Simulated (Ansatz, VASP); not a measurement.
**SrCl2: VASP beside Ansatz**

```
Sr Cl
1.0
     2.44170    1.40972    3.99013
    -2.44170    1.40972    3.99013
     0.00000   -2.81943    3.99013
Sr Cl
1 2
Direct
  0.00000 0.00000 0.00000
  0.24994 0.24994 0.24994
  0.75006 0.75006 0.75006
```

Alike in both runs: functional PBEsol; k mesh 8 × 8 × 8; occupations gaussian, width 0.05 eV; no spin polarisation.

Ansatz relaxed the structure, and its values are those at the end. VASP's run is a single point on that final structure, the one shown.

|  | VASP | Ansatz |
| --- | --- | --- |
| version | VASP 6.6.1 | Ansatz 0.2.0 |
| potentials or method | VASP PAW PBE potentials, release 64 (Sr_sv, Cl), cutoff 520 eV | scalar-relativistic, plane waves, PAW |
| valence electrons in the cell | 24 | 24 |

```csv
,VASP,Ansatz,Ansatz less VASP
gap on the k mesh at the Fermi level (eV),5.24,5.25,+0.011
least direct gap on the mesh (eV),5.34,5.34,+0.003
pressure (GPa),0.1,0.0,-0.14
```

VASP's potentials were made for PBE, not for PBEsol.
